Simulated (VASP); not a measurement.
Input of a VASP 6.6.1 run:

File INCAR:

```
PREC = Accurate ; ENCUT = 520
EDIFF = 1E-6 ; ISMEAR = -1
SIGMA = 0.05 ; LREAL = False
LASPH = True ; NELM = 60
ALGO = Fast ; ISIF = 2
LWAVE = False ; LCHARG = False
GGA = PS ; NBANDS = 26
```

The input KPOINTS:

```
Automatic mesh
0
Gamma
  7 7 7
```

POSCAR

```
Al2Cu
1.0
   -2.9925017310      2.9925017310      2.4055432573
    2.9925017310     -2.9925017310      2.4055432573
    2.9925017310      2.9925017310     -2.4055432573
Cu Al
2 4
Direct
    0.2500000000      0.2500000000      0.0000000000
    0.7500000000      0.7500000000      0.0000000000
    0.3419000000      0.1581000000      0.5000000000
    0.8419000000      0.3419000000      0.1838000000
    0.6581000000      0.8419000000      0.5000000000
    0.1581000000      0.6581000000      0.8162000000
```

Potentials or basis: VASP PAW PBE potentials, release 64 (Cu, Al).

Command:

```console
$ cat potpaw_PBE.64/Cu/POTCAR potpaw_PBE.64/Al/POTCAR > POTCAR
$ mpirun -np 1 vasp_std > vasp.out
```

(1) Estimate the largest force.

(2) Estimate the pressure.

(3) Estimate the band gap on the k mesh.

Results:

(1) 0.046 eV/Å.

(2) 1.0 GPa.

(3) zero (band 17 reaches 10.38 eV, above the bottom of band 18 at 6.64 eV).

Caveat: the PAW data sets were made with another functional, which shifts forces and pressure a little.
